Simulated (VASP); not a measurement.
Here is a VASP 6.6.1 calculation.

The input INCAR:

```
  ALGO = Normal
  EDIFF = 1E-6
  ENCUT = 520
  GGA = PS
  ISIF = 2
  ISMEAR = -1
  ISPIN = 2
  LASPH = T
  LCHARG = T
  LELF = T
  LMAXMIX = 4
  LORBIT = 11
  LREAL = F
  LVHAR = T
  LWAVE = F
  MAGMOM = 0.5
  NBANDS = 15
  NELM = 150
  PREC = Accurate
  SIGMA = 0.05
```

Contents of KPOINTS:

```
k-points
0
Gamma
  16 16 16
```

File POSCAR:

```
Pd
1.0
   -1.5001532814      1.5001532814      1.5001532814
    1.5001532814     -1.5001532814      1.5001532814
    1.5001532814      1.5001532814     -1.5001532814
Pd
1
Direct
    0.0000000000      0.0000000000      0.0000000000
```

Potentials or basis: VASP PAW PBE potentials, release 64 (Pd).

The run is started by

```bash
$ cat potpaw_PBE.64/Pd/POTCAR > POTCAR
$ mpirun -np 1 vasp_std > vasp.out
```

**Question.** What does it give for the band gap on the k mesh?

**Answer.** Zero (filled and empty bands overlap).

**Question.** Estimate the pressure.

**Answer.** 20.3 GPa.

Caveat: the PAW data sets were made with another functional, which shifts forces and pressure a little.
